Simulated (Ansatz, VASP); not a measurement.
# One calculation of GaB2, two programs

```
CELL_PARAMETERS angstrom
-1.44230 1.44230 3.53815
1.44230 -1.44230 3.53815
1.44230 1.44230 -3.53815
ATOMIC_POSITIONS crystal
Ga 0.00000 0.00000 0.00000
B 0.66500 0.66500 0.00000
B 0.33500 0.33500 0.00000
```

Alike in both runs: task relaxation of cell and atoms; functional PBE; k mesh 8 × 8 × 8; occupations gaussian, width 0.1 eV; no spin polarisation.

```csv
,VASP,Ansatz
version,VASP 6.6.1,Ansatz 0.2.0
potentials or method,"VASP PAW PBE potentials, release 64 (Ga_d, B), cutoff 500 eV","scalar-relativistic, plane waves, PAW"
valence electrons in the cell,19,19
```

|  | VASP | Ansatz | Ansatz less VASP |
| --- | --- | --- | --- |
| gap on the k mesh at the Fermi level, each at its own relaxed structure (eV) | none | none | - |
| relaxed volume (Å³/atom) | 11.58 | 11.61 | +0.031 |
| relaxed length of the cell vector where the two differ most in proportion (Å) | 3.741 | 3.743 | +0.0023 |

A gap of «none» marks a metal or a gap that the smearing closes.

The k mesh is coarse, so the values compare programs but aren't converged. Noted on VASP's run: the volume moved by over 15 % at a fixed basis, so the end points are rough.
